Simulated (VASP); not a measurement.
Li2Se, 3 atoms in the cell. The structure is cubic, space group Fm-3m (No. 225). Conventional cell: a = 6.071 Å, b = 6.071 Å, c = 6.071 Å, α = 90.00°, β = 90.00°, γ = 90.00°. Li (site symmetry -43m) has 4 Se at 2.63 Å and 6 Li at 3.04 Å within 3.5 Å. Within 3.5 Å of Se (site symmetry m-3m) lie 8 Li at 2.63 Å. 

- Program: VASP 6.6.1
- Task: single point
- Functional: PBEsol
- Potentials or basis: VASP PAW PBE potentials, release 64 (Li_sv, Se)
- Cutoff: 750 eV
- k mesh: 8 × 8 × 8
- Occupations: gaussian, width 0.01 eV
- Spin: no spin polarisation
- Dipole correction: no
- Further INCAR settings: ALGO = Normal; EDIFF = 1e-06; NBANDS = 13

Potentials or basis: VASP PAW PBE potentials, release 64 (Li_sv, Se).

Run with:

```sh
$ cat potpaw_PBE.64/Li_sv/POTCAR potpaw_PBE.64/Se/POTCAR > POTCAR
$ mpirun -np 1 vasp_std > vasp.out
```

Hardware: 1 thread of Intel(R) Xeon(R) Platinum 8375C CPU @ 2.90GHz (Ice Lake) (shared host).

Task: Estimate the wall time of this run.

Result: Wall time 54 s on 1 thread of Intel(R) Xeon(R) Platinum 8375C CPU @ 2.90GHz (Ice Lake) (shared host), peak memory 0.24 GiB. Counts: scf iterations 13, k points 29.
